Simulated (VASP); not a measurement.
# Pb (Im-3m) in VASP: a series of runs

The runs below take Pb through single point, relaxation of cell and atoms, with LDA.

Everything below comes from runs of VASP 6.6.1. Logs are shortened: lines on timing, memory, paths and dates and some standing lists are left out, and cuts for length are marked.

**1. The cell of the first run**

Symmetry: Im-3m, No. 229, cubic system. Conventional cell: a = 3.451 Å, b = 3.451 Å, c = 3.451 Å, α = 90.00°, β = 90.00°, γ = 90.00°. Pb (site symmetry m-3m) has 14 Pb at 2.99 to 3.45 Å within 3.9 Å.

This isn't the form of Pb at room conditions, which is fcc.

**2. Single point, LDA**

File INCAR:

```
SYSTEM = Pb
PREC     = Accurate       ! precision mode
ENCUT    = 520            ! plane-wave cutoff, eV
EDIFF    = 1E-6           ! SCF threshold, eV
ISMEAR   = -1             ! smearing method
SIGMA    = 0.1            ! smearing width, eV
LREAL    = .False.        ! projectors in reciprocal space
LASPH    = .True.         ! aspherical terms in the spheres
NELM     = 100            ! most SCF steps
ALGO     = Normal         ! electronic algorithm
ISIF     = 2              ! what is computed and relaxed
LWAVE    = .False.        ! write WAVECAR
LCHARG   = .False.        ! write CHGCAR
NBANDS   = 13             ! bands
```

File KPOINTS:

```
regular mesh
0
Gamma
  16 16 16
  0 0 0
```

File POSCAR:

```
Pb
1.0
   -1.7256927803      1.7256927803      1.7256927803
    1.7256927803     -1.7256927803      1.7256927803
    1.7256927803      1.7256927803     -1.7256927803
Pb
1
Direct
    0.0000000000      0.0000000000      0.0000000000
```

Potentials or basis: VASP PAW LDA potentials, release 64 (Pb_d).

Run with:

```console
$ cat potpaw_LDA.64/Pb_d/POTCAR > POTCAR
$ mpirun -np 1 vasp_std > vasp.out
```

OUTCAR:

```text
SYSTEM = Pb
   PREC = Accurate
   ENCUT = 520
   EDIFF = 1E-6
   ISMEAR = -1
   LREAL = .False.
   LASPH = .True.
   NELM = 100
   ISIF = 2

 ion  position               nearest neighbor table
   1  0.000  0.000  0.000-

  LATTYP: Found a body centered cubic cell.
 ALAT       =     3.4513855606

  Lattice vectors:

 A1 = (  -1.7256927803,   1.7256927803,   1.7256927803)
 A2 = (   1.7256927803,  -1.7256927803,   1.7256927803)
 A3 = (   1.7256927803,   1.7256927803,  -1.7256927803)

Analysis of symmetry for initial positions (statically):
=====================================================================
 Subroutine PRICEL returns:
 Original cell was already a primitive cell.

 Routine SETGRP: Setting up the symmetry group for a
 body centered cubic supercell.

 Subroutine GETGRP returns: Found 48 space group operations
 (whereof 48 operations were pure point group operations)
 out of a pool of 48 trial point group operations.

The static configuration has the point symmetry O_h .

Analysis of symmetry for dynamics (positions and initial velocities):
=====================================================================
 Subroutine PRICEL returns:
 Original cell was already a primitive cell.

 Routine SETGRP: Setting up the symmetry group for a
 body centered cubic supercell.

 Subroutine GETGRP returns: Found 48 space group operations
 (whereof 48 operations were pure point group operations)
 out of a pool of 48 trial point group operations.

The dynamic configuration has the point symmetry O_h .

 Subroutine INISYM returns: Found 48 space group operations
 (whereof 48 operations are pure point group operations),
 and found     1 'primitive' translations

----------------------------------------------------------------------------------------

                                     Primitive cell

  volume of cell :      20.5566

  direct lattice vectors                    reciprocal lattice vectors
    -1.725692780  1.725692780  1.725692780     0.000000000  0.289738710  0.289738710
     1.725692780 -1.725692780  1.725692780     0.289738710  0.000000000  0.289738710
     1.725692780  1.725692780 -1.725692780     0.289738710  0.289738710  0.000000000

  length of vectors
     2.988987574  2.988987574  2.988987574     0.409752413  0.409752413  0.409752413

  position of ions in fractional coordinates (direct lattice)
     0.000000000  0.000000000  0.000000000

  ion indices of the primitive-cell ions
   primitive index   ion index
                 1           1

----------------------------------------------------------------------------------------

 KPOINTS: regular mesh

Automatic generation of k-mesh.
 Grid dimensions read from file:
 generate k-points for:   16   16   16

 Generating k-lattice:

  Cartesian coordinates                     Fractional coordinates (reciprocal lattice)
     0.000000000  0.018108669  0.018108669     0.062500000  0.000000000  0.000000000
     0.018108669  0.000000000  0.018108669     0.000000000  0.062500000  0.000000000
     0.018108669  0.018108669  0.000000000     0.000000000  0.000000000  0.062500000

  Length of vectors
     0.025609526  0.025609526  0.025609526

  Shift w.r.t. Gamma in fractional coordinates (k-lattice)
     0.000000000  0.000000000  0.000000000

 Subroutine IBZKPT returns following result:
 ===========================================

 Found    145 irreducible k-points:

 Following reciprocal coordinates:
            Coordinates               Weight
  0.000000  0.000000  0.000000      1.000000
  0.062500  0.000000  0.000000     12.000000
  0.125000  0.000000  0.000000     12.000000
  0.187500  0.000000  0.000000     12.000000
  0.250000  0.000000  0.000000     12.000000
  0.312500  0.000000  0.000000     12.000000
[... 16 lines left out ...]
  0.187500  0.187500  0.000000     24.000000
  0.250000  0.187500  0.000000     48.000000
 [... further k-points ...]
   k-points           NKPTS =    145   k-points in BZ     NKDIM =    145   number of bands    NBANDS=     13
   number of dos      NEDOS =    301   number of ions     NIONS =      1
   total plane-waves  NPLWV =  13824
   dimension x,y,z NGX =    24 NGY =   24 NGZ =   24
   dimension x,y,z NGXF=    48 NGYF=   48 NGZF=   48
   ions per type =               1
   NGX,Y,Z   is equivalent  to a cutoff of  13.35, 13.35, 13.35 a.u.
   NGXF,Y,Z  is equivalent  to a cutoff of  26.70, 26.70, 26.70 a.u.
 SYSTEM =  Pb
   PREC   = accura    normal or accurate (medium, high low for compatibility)
   ISTART =      0    job   : 0-new  1-cont  2-samecut
   ICHARG =      2    charge: 1-file 2-atom 10-const
   ISPIN  =      1    spin polarized calculation?
   LNONCOLLINEAR =      F non collinear calculations
   LSORBIT =      F    spin-orbit coupling
   LASPH  =      T    aspherical Exc in radial PAW
   ENCUT  =  520.0 eV  38.22 Ry    6.18 a.u.   5.56  5.56  5.56*2*pi/ulx,y,z
   NELM   =    100;   NELMIN=  2; NELMDL= -5     # of ELM steps
   EDIFF  = 0.1E-05   stopping-criterion for ELM
   LREAL  =      F    real-space projection
   EDIFFG = 0.1E-04   stopping-criterion for IOM
   NSW    =      0    number of steps for IOM
   IBRION =     -1    ionic relax: 0-MD 1-quasi-New 2-CG
   NFREE  =      0    steps in history (QN), initial steepest desc. (CG)
   ISIF   =      2    stress and relaxation
   ISYM   =      2    0-nonsym 1-usesym 2-fastsym
   POTIM  = 0.5000    time-step for ionic-motion
   TEBEG  =    0.0;   TEEND  =   0.0 temperature during run
   PSTRESS=    0.0 pullay stress
   NELECT =      14.0000    total number of electrons
   NUPDOWN=      -1.0000    fix difference up-down
   EMIN   =  10.00;   EMAX   =-10.00  energy-range for DOS
   EFERMI =   0.00;   METHOD = LEGACY
   ISMEAR =    -1;   SIGMA  =   0.10  broadening in eV -4-tet -1-fermi 0-gaus
   EFERMI_NEDOS =   21; number of points for ismear=-14 and -15
   IALGO  =     38    algorithm
   IMIX   =      4    mixing-type and parameters
     AMIX     =   0.40;   BMIX     =  1.00
     AMIX_MAG =   1.60;   BMIX_MAG =  1.00
  volume/ion in A,a.u.               =      20.56       138.72
  Fermi-wavevector in a.u.,A,eV,Ry     =   1.440348  2.721863 28.226670  2.074602
  Thomas-Fermi vector in A             =   2.559102
   LORBIT       =      0    0 simple, 1 ext, 2 COOP (PROOUT), +10 PAW based schemes
   GGA     = CA    functional components
   LHFCALC =     F    Hartree Fock is set to
   AEXX    =    0.0000 exact exchange contribution
   IVDW    =     0    specifies the selected vdW correction
   LEPSILON=     F    determine dielectric tensor
   LRPA    =     F    only Hartree local field effects (RPA)
 non-spin polarized calculation
  energy-cutoff  :      520.00
  volume of cell :       20.56
 maximum number of plane-waves:       586
 NGX is ok and might be reduce to    24
   NGX = 11   NGY = 11   NGZ = 11

 number of electron      13.9999997 magnetization

 Free energy of the ion-electron system (eV)
  ---------------------------------------------------
  ext. energy  EPLUGINS =         0.00000000
  ---------------------------------------------------
  free energy    TOTEN  =        -3.44631464 eV

  energy without entropy =       -3.43157314  energy(sigma->0) =       -3.43894389

 E-fermi :  12.4423     XC(G=0): -12.4583

 val. band max:       12.4170759229   @ k =   0.3750   0.1875   0.0625
 cond. band min:      12.4435034152   @ k =   0.2500   0.2500   0.0000
 fundamental gap:      0.0264274922
 Fermi energy:        12.4422620654

 k-point     1 :       0.0000    0.0000    0.0000
  band No.  band energies     occupation
      1      -5.4292      2.00000
      2      -5.4292      2.00000
      3      -5.4292      2.00000
      4      -4.7557      2.00000
      5      -4.7557      2.00000
      6      -2.7587      2.00000
      7      23.7435      0.00000
      8      23.7435      0.00000
      9      23.7435      0.00000
     10      24.1611      0.00000
     11      24.1611      0.00000
     12      24.1611      0.00000
     13      28.9927      0.00000

 k-point     2 :       0.0625    0.0000    0.0000
  band No.  band energies     occupation
      1      -5.4402      2.00000
      2      -5.4210      2.00000
      3      -5.3908      2.00000
      4      -4.7679      2.00000
      5      -4.7558      2.00000
      6      -2.6429      2.00000
      7      22.6674      0.00000
      8      23.4813      0.00000
      9      23.6660      0.00000
     10      23.7400      0.00000
     11      23.7509      0.00000
     12      24.0636      0.00000
     13      29.3815      0.00000

 k-point     3 :       0.1250    0.0000    0.0000
  band No.  band energies     occupation
      1      -5.4713      2.00000
      2      -5.4053      2.00000
      3      -5.2798      2.00000
      4      -4.7998      2.00000
      5      -4.7562      2.00000
      6      -2.2887      2.00000
      7      20.0868      0.00000
      8      22.4774      0.00000
      9      22.5240      0.00000
     10      23.4977      0.00000
     11      23.7306      0.00000
     12      24.4375      0.00000
     13      29.6574      0.00000

 k-point     4 :       0.1875    0.0000    0.0000
  band No.  band energies     occupation
      1      -5.5175      2.00000
      2      -5.4041      2.00000
      3      -5.1094      2.00000
      4      -4.8355      2.00000
      5      -4.7564      2.00000
      6      -1.6843      2.00000
      7      17.3133      0.00000
      8      21.1850      0.00000
      9      21.3614      0.00000
     10      23.2479      0.00000
     11      23.7181      0.00000
     12      25.1199      0.00000
     13      29.6165      0.00000

 k-point     5 :       0.2500    0.0000    0.0000
  band No.  band energies     occupation
      1      -5.5714      2.00000
      2      -5.4370      2.00000
      3      -4.9013      2.00000
      4      -4.8529      2.00000
      5      -4.7560      2.00000
      6      -0.8249      2.00000
      7      14.5934      0.00000
      8      19.8872      0.00000
      9      20.3501      0.00000
     10      23.0579      0.00000
     11      23.7051      0.00000
     12      26.0551      0.00000
     13      29.4166      0.00000
[... 257 lines left out ...]
 k-point    22 :       0.4375    0.1250    0.0000
  band No.  band energies     occupation
      1      -5.6708      2.00000
      2      -5.5365      2.00000
      3      -4.8054      2.00000
      4      -4.7988      2.00000
      5      -4.4106      2.00000
      6       4.4754      2.00000
      7       6.5537      2.00000
      8      14.9055      0.00000
      9      17.9632      0.00000
     10      23.7316      0.00000
     11      26.0426      0.00000
     12      28.0483      0.00000
     13      29.7721      0.00000

 k-point    23 :       0.1875    0.1875    0.0000
  band No.  band energies     occupation
      1      -5.5765      2.00000
      2      -5.3860      2.00000
      3      -4.8821      2.00000
      4      -4.8559      2.00000
      5      -4.7089      2.00000
      6       0.5348      2.00000
      7      12.9449      0.01305
      8      15.3648      0.00000
      9      19.1098      0.00000
     10      24.2515      0.00000
     11      25.3584      0.00000
     12      27.8910      0.00000
     13      30.0994      0.00000

 k-point    24 :       0.2500    0.1875    0.0000
  band No.  band energies     occupation
      1      -5.6077      2.00000
      2      -5.3803      2.00000
      3      -4.8667      2.00000
      4      -4.8447      2.00000
      5      -4.6294      2.00000
      6       1.7346      2.00000
      7      11.0532      2.00000
      8      14.1345      0.00000
      9      18.5146      0.00000
     10      24.3280      0.00000
     11      25.8414      0.00000
     12      28.4521      0.00000
     13      30.7877      0.00000

 [... further k-points ...]

------------------------ aborting loop because EDIFF is reached ----------------------------------------

  FORCE on cell =-STRESS in cart. coord.  units (eV):
  Direction    XX          YY          ZZ          XY          YZ          ZX
  --------------------------------------------------------------------------------------
  -------------------------------------------------------------------------------------
  Total        5.3168979      5.3168979      5.3168979      0.0000000      0.0000000      0.0000000
  in kB      414.3987737    414.3987737    414.3987737      0.0000000      0.0000000      0.0000000
  external PRESSURE =     414.3987737 kB  Pullay stress =       0.0000000 kB

 VOLUME and BASIS-vectors are now :
 -----------------------------------------------------------------------------
  energy-cutoff  :      520.00
  volume of cell :       20.56
      direct lattice vectors                 reciprocal lattice vectors
    -1.725692780  1.725692780  1.725692780     0.000000000  0.289738710  0.289738710
     1.725692780 -1.725692780  1.725692780     0.289738710  0.000000000  0.289738710
     1.725692780  1.725692780 -1.725692780     0.289738710  0.289738710  0.000000000

 POSITION                                       TOTAL-FORCE (eV/Angst)
 -----------------------------------------------------------------------------------
      0.00000      0.00000      0.00000        -0.000000      0.000000      0.000000
 -----------------------------------------------------------------------------------
    total drift:                               -0.000000      0.000000      0.000000

  FREE ENERGIE OF THE ION-ELECTRON SYSTEM (eV)
  ---------------------------------------------------
  free  energy   TOTEN  =        -3.4463146391 eV

  energy  without entropy=       -3.4315731412  energy(sigma->0) =       -3.43894389
```

It took 30 s on 1 thread of Intel Xeon 8259CL, shared host; peak memory 0.15 GiB.

Results:

| Quantity | Value |
| --- | --- |
| Free energy | -3.4463 eV |
| Pressure | 41.4 GPa |
| Band gap on the k mesh | zero (bands 7 and 8 overlap by 14.44 eV) |

Caveat: the cell stands under pressure; spin-orbit coupling is left out, which moves the levels of the heavy elements.

**3. Relaxation of cell and atoms, LDA, target pressure 41 GPa, at which the enthalpy is minimised**

File INCAR:

```
SYSTEM = Pb
PREC = Accurate ; ENCUT = 600
EDIFF = 1E-6 ; ISMEAR = -1
SIGMA = 0.1 ; LREAL = .FALSE.
LASPH = .TRUE. ; NELM = 100
ALGO = Normal ; ISIF = 3
LWAVE = .FALSE. ; LCHARG = .FALSE.
GGA = CA ; IBRION = 2
NSW = 32 ; EDIFFG = -0.005
PSTRESS = 410.0
```

File KPOINTS:

```
regular mesh
0
G
  16 16 16
  0 0 0
```

POSCAR is that of step 2.

Potentials or basis: VASP PAW LDA potentials, release 64 (Pb_d).

Run with:

```console
$ cat potpaw_LDA.64/Pb_d/POTCAR > POTCAR
$ mpirun -np 1 vasp_std > vasp.out
```

It took 60 s on 1 thread of Intel Xeon 8259CL, shared host; peak memory 0.16 GiB.

Results (log left out):

| Property | Result |
| --- | --- |
| Free energy | -3.4589 eV |
| Relaxed volume | 20.61 Å³/atom |
| Relaxed cell | a = 2.991 Å, b = 2.991 Å, c = 2.991 Å, α = 109.47°, β = 109.47°, γ = 109.47° |
| Space group after relaxing (to 0.1 Å) | Im-3m (No. 229) |
| Energy change on relaxing (the run minimises the enthalpy) | -12.5 meV/atom |
| Ionic steps | 3 |
| Pressure after relaxing | 41.0 GPa |
| Band gap on the k mesh | zero (bands 7 and 8 overlap by 14.43 eV) |

Step by step:
```tsv
step	energy change (eV)	largest force (eV/Å)	pressure (GPa)	volume (Å³)
1	0.0000	0.0000	41.54	20.56
2	-0.0517	0.0000	39.33	20.76
3	-0.0125	0.0000	40.99	20.61
```

Final structure:
```
Pb
1.0
    -1.72705    1.72705    1.72705
     1.72705   -1.72705    1.72705
     1.72705    1.72705   -1.72705
Pb
1
Cartesian
  0.0000 0.0000 0.0000
```

Levels at points of the mesh, in eV from the Fermi level:
```
           k point  band 3  band 4  band 5  band 6  band 7  band 8  band 9  band 10  band 11
(0.00, 0.00, 0.00)  -17.86  -17.19  -17.19  -15.17   11.30   11.30   11.30    11.69    11.69
(0.50, 0.00, 0.00)  -17.24  -17.19  -16.76   -8.15   -6.35    4.71    5.96    10.40    11.22
(0.50, 0.50, 0.50)  -16.87  -16.87  -16.87   -3.03   -1.03   -1.03   -1.03     5.33     5.33
```

Caveat: the cell is relaxed towards a set pressure, so the run minimises the enthalpy, not the energy; spin-orbit coupling is left out, which moves the levels of the heavy elements.

**4. Relaxation of cell and atoms, LDA, target pressure 41 GPa, at which the enthalpy is minimised**

This run uses another cell than the first one, of 20.70 Å³/atom.

File INCAR:

```
PREC     = Accurate       # precision mode
ENCUT    = 600            # plane-wave cutoff, eV
EDIFF    = 1E-7           # SCF threshold, eV
ISMEAR   = -1             # smearing method
SIGMA    = 0.1            # smearing width, eV
LREAL    = F              # projectors in reciprocal space
LASPH    = T              # aspherical terms in the spheres
NELM     = 60             # most SCF steps
ALGO     = Normal         # electronic algorithm
ISIF     = 3              # what is computed and relaxed
LWAVE    = F              # write WAVECAR
LCHARG   = F              # write CHGCAR
IBRION   = 2              # ionic algorithm
NSW      = 60             # ionic steps
EDIFFG   = -0.005         # ionic threshold
PSTRESS  = 410.0
```

File KPOINTS:

```
regular mesh
0
Gamma
  16 16 16
```

File POSCAR:

```
Pb
1.0
   -1.7296752425      1.7296752425      1.7296752425
    1.7296752425     -1.7296752425      1.7296752425
    1.7296752425      1.7296752425     -1.7296752425
Pb
1
Direct
    0.0000000000      0.0000000000      0.0000000000
```

Run with:

```console
$ cat potpaw_LDA.64/Pb_d/POTCAR > POTCAR
$ mpirun -np 1 vasp_std > vasp.out
```

It took 69 s on 1 thread of Intel Xeon 8259CL, shared host; peak memory 0.17 GiB.

Results (log left out):

* Free energy: -3.4590 eV
* Relaxed volume: 20.61 Å³/atom
* Relaxed cell: a = 2.991 Å, b = 2.991 Å, c = 2.991 Å, α = 109.47°, β = 109.47°, γ = 109.47°
* Space group after relaxing (to 0.1 Å): Im-3m (No. 229)
* Energy change on relaxing (the run minimises the enthalpy): +23.7 meV/atom
* Ionic steps: 3
* Pressure after relaxing: 41.0 GPa
* Band gap on the k mesh: zero (bands 7 and 8 overlap by 14.43 eV)

Step by step:
```
step  energy change (eV)  largest force (eV/Å)  pressure (GPa)  volume (Å³)
   1              0.0000                0.0000           40.00        20.70
   2              0.1013                0.0000           44.26        20.31
   3              0.0237                0.0000           40.99        20.61
```

Final structure:
```cif
data_structure
_symmetry_space_group_name_H-M 'P 1'
_symmetry_Int_Tables_number 1
_cell_length_a 2.9913
_cell_length_b 2.9913
_cell_length_c 2.9913
_cell_angle_alpha 109.471
_cell_angle_beta 109.471
_cell_angle_gamma 109.471
_cell_volume 20.61
loop_
_atom_site_label
_atom_site_type_symbol
_atom_site_fract_x
_atom_site_fract_y
_atom_site_fract_z
_atom_site_occupancy
Pb1 Pb 0.00000 0.00000 0.00000 1
```

Levels at points of the mesh, in eV from the Fermi level:
| k point | band 4 | band 5 | band 6 | band 7 | band 8 | band 9 | band 10 | band 11 |
| --- | --- | --- | --- | --- | --- | --- | --- | --- |
| (0.00, 0.00, 0.00) | -17.19 | -17.19 | -15.17 | 11.30 | 11.30 | 11.30 | 11.69 | 11.69 |
| (0.50, 0.00, 0.00) | -17.19 | -16.76 | -8.15 | -6.35 | 4.71 | 5.96 | 10.40 | 11.22 |
| (0.50, 0.50, 0.50) | -16.86 | -16.86 | -3.03 | -1.03 | -1.03 | -1.03 | 5.33 | 5.33 |

Caveat: the cell is relaxed towards a set pressure, so the run minimises the enthalpy, not the energy; spin-orbit coupling is left out, which moves the levels of the heavy elements.

**5. Summary**

| task | cell | cutoff (eV) | gap on the mesh (eV) | pressure (GPa) |
| --- | --- | --- | --- | --- |
| single point | a = 2.989 Å, angles 109.5°, 1 atom | 520 | none | 41.4 |
| relaxation of cell and atoms | relaxed to 41 GPa from a = 2.989 Å, angles 109.5°, 1 atom | 600 | none | 41.0 |
| relaxation of cell and atoms | relaxed to 41 GPa from a = 2.996 Å, angles 109.5°, 1 atom | 600 | none | 41.0 |

Alike in all rows: level LDA; potentials or basis VASP PAW LDA potentials, release 64 (Pb_d); no spin polarisation; k mesh 16 × 16 × 16; smearing fermi-dirac 0.1 eV.

Caveats: spin-orbit coupling is left out, which moves the levels of the heavy elements; the cell is relaxed towards a set pressure, so the run minimises the enthalpy, not the energy (at least some runs); the cell stands under pressure (at least some runs).

Absolute energies hang on the potentials; compare differences alone.

The gap in the log of VASP goes by the Fermi energy; the results here count the filled bands.